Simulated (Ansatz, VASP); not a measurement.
## One calculation of Ta4Mo3, two programs

File INCAR:

```
PREC = Accurate
ENCUT = 520
EDIFF = 1E-6
ISMEAR = 0
SIGMA = 0.1
LREAL = F
LASPH = T
NELM = 100
ALGO = Normal
ISIF = 2
LWAVE = F
LCHARG = T
GGA = PE
LELF = T
LVHAR = T
NBANDS = 52
```

File KPOINTS:

```
regular mesh
0
Gamma
  4 4 4
```

The input POSCAR:

```
Ta4Mo3
1.0
    5.2903049100      0.0000000000      0.0000000000
    0.0000000000      5.2903049100      0.0000000000
    0.0000000000      0.0000000000      5.2903049100
Ta Mo
4 3
Direct
    0.5000000000      0.0000000000      0.0000000000
    0.0000000000      0.5000000000      0.0000000000
    0.0000000000      0.0000000000      0.5000000000
    0.0000000000      0.0000000000      0.0000000000
    0.0000000000      0.5000000000      0.5000000000
    0.5000000000      0.0000000000      0.5000000000
    0.5000000000      0.5000000000      0.0000000000
```

Input for Ansatz:

```yaml
crystal:
  lattice:
    - [5.29030491, 0.0, 0.0]
    - [0.0, 5.29030491, 0.0]
    - [0.0, 0.0, 5.29030491]
  atoms:
    - { symbol: Ta, position: [0.5, 0.0, 0.0] }
    - { symbol: Ta, position: [0.0, 0.5, 0.0] }
    - { symbol: Ta, position: [0.0, 0.0, 0.5] }
    - { symbol: Ta, position: [0.0, 0.0, 0.0] }
    - { symbol: Mo, position: [0.0, 0.5, 0.5] }
    - { symbol: Mo, position: [0.5, 0.0, 0.5] }
    - { symbol: Mo, position: [0.5, 0.5, 0.0] }
basis:
  ecutwfc: 420
kpoints:
  mp_grid: { grid: [4, 4, 4] }
hamiltonian:
  xc: pbe
scf:
  occupations: { method: gaussian, width: 0.1 }
  lower_state_search: "off"
output:
  forces: true
  stress: true
  eigenvalues: true
```

Alike in both runs: task single point; functional PBE; k mesh 4 × 4 × 4; occupations gaussian, width 0.1 eV; no spin polarisation.

|  | VASP | Ansatz |
| --- | --- | --- |
| version | VASP 6.6.1 | Ansatz 0.2.0 |
| potentials or method | VASP PAW PBE potentials, release 64 (Ta_pv, Mo_sv), cutoff 520 eV | scalar-relativistic, plane waves, PAW |
| valence electrons in the cell | 86 | 94 |

Ansatz gave:

```
gap on the k mesh at the Fermi level (eV) : none
pressure (GPa)                            : -3.1
```

Q: What did VASP give for the same quantities?

A: gap on the k mesh at the Fermi level (eV): none; pressure (GPa): -2.9.

A gap of «none» marks a metal or a gap that the smearing closes. With one functional, cell and mesh, what is left measures potentials, basis and numerics. VASP's potentials hold 86 valence electrons a cell and Ansatz's 94, so a difference there can come from the potentials and not from the codes.

Spin-orbit coupling is off throughout.
